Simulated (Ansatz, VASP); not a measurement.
**InSb in VASP and in Ansatz**

```xyz
2
Lattice="0.0000 3.1730 3.1730 3.1730 0.0000 3.1730 3.1730 3.1730 0.0000" Properties=species:S:1:pos:R:3 pbc="T T T"
In    0.0000    0.0000    0.0000
Sb    4.7595    4.7595    4.7595
```

Change from the starting cell: volume scaled by 0.94.

Alike in both runs: task single point; functional LDA; k mesh 10 × 10 × 10; occupations fermi-dirac, width 0.03 eV; no spin polarisation.

|  | VASP | Ansatz |
| --- | --- | --- |
| version | VASP 6.6.1 | Ansatz 0.2.0 |
| potentials or method | VASP PAW LDA potentials, release 64 (In_d, Sb), cutoff 520 eV | all-electron LAPW, scalar-relativistic |

|  | VASP | Ansatz | Ansatz less VASP |
| --- | --- | --- | --- |
| pressure (GPa) | 2.7 | 2.6 | -0.10 |

LDA's correlation is that of Perdew and Zunger in VASP and of Perdew and Wang (1992) in Ansatz. Ansatz ran all-electron here, and VASP with PAW potentials.

Spin-orbit coupling is off throughout.
